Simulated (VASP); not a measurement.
Runs of VASP 6.6.1 on NiGe3. The structure is that of space group Fm-3m (No. 225), or close to it. The cells are those of the table. 

```tsv
task	cell	k mesh	cutoff (eV)	gap on the mesh (eV)	pressure (GPa)	relaxed volume (Å³/atom)
relaxation of cell and atoms	relaxed from a = 4.293 Å, angles 60.0°, 4 atoms	6 × 6 × 6	600	none	0.1	15.66
single point	a = 4.452 Å, angles 60.0°, 4 atoms	6 × 6 × 6	520	none	0.5	-
relaxation of cell and atoms	relaxed from a = 4.452 Å, angles 60.0°, 4 atoms	12 × 12 × 12	600	none	0.0	15.69
single point	a = 4.459 Å, angles 60.0°, 4 atoms	12 × 12 × 12	520	none	(a)	-
```

Alike in all rows: level PBEsol; potentials or basis VASP PAW PBE potentials, release 64 (Ge_d, Ni); no spin polarisation; smearing gaussian 0.1 eV.

Problem. Fill in the values left out.

Solution. (a) 0.2.

Caveats: the PAW data sets were made with another functional, which shifts forces and pressure a little.

A k mesh can miss the band edges, and the runs leave out spin-orbit coupling on Ge.

A gap of «none» marks levels without a gap at the run's occupations.
